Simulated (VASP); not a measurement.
Runs of VASP 6.6.1 on Na2S. It takes space group Fm-3m (No. 225, cubic). Conventional cell: a = 6.511 Å, b = 6.511 Å, c = 6.511 Å, α = 90.00°, β = 90.00°, γ = 90.00°. Within 3.7 Å of Na (site symmetry -43m) lie 4 S at 2.82 Å and 6 Na at 3.26 Å. Within 3.7 Å of S (site symmetry m-3m) lie 8 Na at 2.82 Å. 

```csv
level,potentials or basis,k mesh,cutoff (eV),grid for exact exchange (PRECFOCK),share of exact exchange,screening parameter,gap on the mesh (eV),pressure (GPa)
PBE-based global hybrid,"VASP PAW PBE potentials, release 64 (Na_pv, S)",4 × 4 × 4,400,Normal,0.1,-,3.20,0.4
r2SCAN,"VASP PAW PBE potentials, release 64 (Na_pv, S)",6 × 6 × 6,550,-,-,-,3.11,-0.1
PBE,"VASP PAW PBE potentials, release 64 (Na_pv, S)",2 × 2 × 2,500,-,-,-,(c),(b)
LDA,"VASP PAW LDA potentials, release 64 (Na_pv, S)",2 × 2 × 2,500,-,-,-,(a),-0.9
PBEsol,"VASP PAW PBE potentials, release 64 (Na_pv, S)",6 × 6 × 6,500,-,-,-,2.41,-0.1
PBEsol+D3(BJ),"VASP PAW PBE potentials, release 64 (Na_pv, S)",6 × 6 × 6,500,-,-,-,2.41,-1.8
PBE-based screened hybrid,"VASP PAW PBE potentials, release 64 (Na_pv, S)",4 × 4 × 4,400,Normal,0.5,0.5 1/Å,3.51,-0.2
```

Alike in all rows: task single point; no spin polarisation; cell as given; smearing gaussian 0.01 eV.

Problem. Estimate the missing entries.

Solution. (a) 2.15; (b) 1.5; (c) 2.45.

Caveats: some runs use coarse meshes; the PAW data sets were made with another functional, which shifts forces and pressure a little (some runs).

